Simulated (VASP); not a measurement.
Set up this calculation in VASP 6.6.1, as the native input.

```
Task                               : single point
Functional                         : HSE06
Potentials or basis                : VASP PAW PBE potentials, release 64 (Ni, Al)
Cutoff                             : 520 eV
k mesh                             : 4 × 4 × 4
Occupations                        : fermi-dirac, width 0.1 eV
Spin                               : no spin polarisation
Dipole correction                  : no
Grid for exact exchange (PRECFOCK) : Normal
Further INCAR settings             : ALGO = Normal; EDIFF = 1e-07; NBANDS = 14
Screening parameter                : 0.2079 1/Å
```

The system is AlNi (CsCl type).

```
Ni Al
1.0
     2.81078    0.00000    0.00000
     0.00000    2.81078    0.00000
     0.00000    0.00000    2.81078
Ni Al
1 1
Direct
  0.00000 0.00000 0.00000
  0.50000 0.50000 0.50000
```

The input as run:

POSCAR

```
AlNi
1.0
    2.8107817078      0.0000000000      0.0000000000
    0.0000000000      2.8107817078      0.0000000000
    0.0000000000      0.0000000000      2.8107817078
Ni Al
1 1
Direct
    0.0000000000      0.0000000000      0.0000000000
    0.5000000000      0.5000000000      0.5000000000
```

INCAR.step1

```
PREC     = Accurate       # precision mode
ENCUT    = 520            # plane-wave cutoff, eV
EDIFF    = 1E-5           # SCF threshold, eV
ISMEAR   = -1             # smearing method
SIGMA    = 0.1            # smearing width, eV
LREAL    = False          # projectors in reciprocal space
LASPH    = True           # aspherical terms in the spheres
NELM     = 100            # most SCF steps
ALGO     = Normal         # electronic algorithm
ISIF     = 2              # what is computed and relaxed
LWAVE    = True           # write WAVECAR
LCHARG   = False          # write CHGCAR
NBANDS   = 14             # bands
GGA      = PE             # functional
```

INCAR.step2

```
PREC     = Accurate       # precision mode
ENCUT    = 520            # plane-wave cutoff, eV
EDIFF    = 1E-7           # SCF threshold, eV
ISMEAR   = -1             # smearing method
SIGMA    = 0.1            # smearing width, eV
LREAL    = False          # projectors in reciprocal space
LASPH    = True           # aspherical terms in the spheres
NELM     = 100            # most SCF steps
ALGO     = Normal         # electronic algorithm
ISIF     = 2              # what is computed and relaxed
LWAVE    = False          # write WAVECAR
LCHARG   = False          # write CHGCAR
GGA      = PE             # functional
LHFCALC  = True           # exact exchange
HFSCREEN = 0.2079         # screening, 1/A
PRECFOCK = Normal       
NBANDS   = 14             # bands
ISTART   = 1
```

KPOINTS

```
Automatic mesh
0
Gamma
  4 4 4
```

Potentials or basis: VASP PAW PBE potentials, release 64 (Ni, Al).

Launch:

```bash
$ cat potpaw_PBE.64/Ni/POTCAR potpaw_PBE.64/Al/POTCAR > POTCAR
$ cp INCAR.step1 INCAR
$ mpirun -np 1 vasp_std > vasp.out
$ cp INCAR.step2 INCAR
$ mpirun -np 1 vasp_std > vasp.out
```

It gave:

```yaml
Pressure: 10.0 GPa
```

Caveat: the k points lie up to 0.56 Å⁻¹ apart; the PAW data sets were made with another functional, which shifts forces and pressure a little.

Wall time 3 min on 1 thread of Intel Xeon 6975P-C, with other jobs on the host, peak memory 0.24 GiB.
